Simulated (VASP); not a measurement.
## Ir: single point with LDA

Crystal: Ir.

```
CELL_PARAMETERS angstrom
2.51590 0.00000 0.00000
-1.25795 2.17883 0.00000
0.00000 0.00000 4.60560
ATOMIC_POSITIONS crystal
Ir 0.66667 0.33333 0.75000
Ir 0.33333 0.66667 0.25000
```

This isn't the form of Ir at room conditions, which is fcc.

| Property | Result |
| --- | --- |
| Program | VASP 6.6.1 |
| Task | single point |
| Functional | LDA |
| Potentials or basis | VASP PAW LDA potentials, release 64 (Ir) |
| Cutoff | 500 eV |
| k mesh | 18 × 18 × 10 |
| Occupations | gaussian, width 0.15 eV |
| Spin | no spin polarisation |
| Dipole correction | no |
| Further INCAR settings | ALGO = Normal; EDIFF = 1e-06; NBANDS = 16 |

```json
{
  "Pressure": "61.9 GPa",
  "Band gap on the k mesh": "zero (bands 9 and 10 overlap by 4.37 eV)"
}
```

Stress tensor (GPa, compression positive):
```
88.38  0.00  0.00
 0.00 88.38  0.00
 0.00  0.00  9.07
```

Levels at points of the mesh, in eV from the Fermi level:
```
           k point  band 5  band 6  band 7  band 8  band 9  band 10  band 11  band 12  band 13  band 14
(0.00, 0.00, 0.00)   -4.43   -3.95   -3.95   -2.10   -1.43    -1.43     0.69     0.69     6.60    14.70
(0.50, 0.00, 0.00)   -3.96   -3.63   -3.22    0.82    2.08     2.34     3.85     5.54     9.79     9.94
(0.00, 0.00, 0.50)   -4.36   -4.36   -4.36   -4.36   -0.13    -0.13    -0.13    -0.13    12.82    12.82
(0.50, 0.00, 0.50)   -1.80   -1.80   -0.95   -0.95    2.22     2.22     2.37     2.37     9.72     9.72
```

Wall time 75 s on 1 thread of AMD EPYC 7R13, with other jobs on the host, peak memory 0.15 GiB.

Caveat: the cell stands under pressure; spin-orbit coupling is left out, which moves the levels of the heavy elements.
